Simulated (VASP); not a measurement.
Wanted: the native input for a VASP 6.6.1 run.

* Task: single point
* Functional: PBE
* Potentials or basis: VASP PAW PBE potentials, release 64 (Cd, Se)
* Cutoff: 520 eV
* k mesh: 11 × 11 × 11
* Occupations: fermi-dirac, width 0.1 eV
* Spin: no spin polarisation
* Dipole correction: no
* Further INCAR settings: ALGO = Normal; EDIFF = 1e-07; NBANDS = 16

The structure of CdSe (zincblende type) lies in POSCAR:

```
CdSe
1.0
    0.0000000000      2.6698520872      2.6698520872
    2.6698520872      0.0000000000      2.6698520872
    2.6698520872      2.6698520872      0.0000000000
Cd Se
1 1
Direct
    0.0000000000      0.0000000000      0.0000000000
    0.2500000000      0.2500000000      0.2500000000
```

This cell differs from its parent crystal: volume scaled by 0.64.

One way to write it, as run:

INCAR

```
SYSTEM = CdSe
ALGO = Normal ; EDIFF = 1E-7
ENCUT = 520 ; GGA = PE
ISIF = 2 ; ISMEAR = -1
LASPH = .TRUE. ; LCHARG = .FALSE.
LREAL = .FALSE. ; LWAVE = .FALSE.
NBANDS = 16 ; NELM = 100
PREC = Accurate ; SIGMA = 0.1
```

KPOINTS

```
k-points
0
G
  11 11 11
  0 0 0
```

Potentials or basis: VASP PAW PBE potentials, release 64 (Cd, Se).

Command:

```sh
$ cat potpaw_PBE.64/Cd/POTCAR potpaw_PBE.64/Se/POTCAR > POTCAR
$ mpirun -np 1 vasp_std > vasp.out
```

Results of the run:

| Property | Result |
| --- | --- |
| Pressure | 58.3 GPa |
| Band gap on the k mesh | 1.31 eV, direct |

Wall time 15 s on 1 thread of Intel(R) Xeon(R) 6975P-C (Granite Rapids) (shared host), peak memory 0.17 GiB.
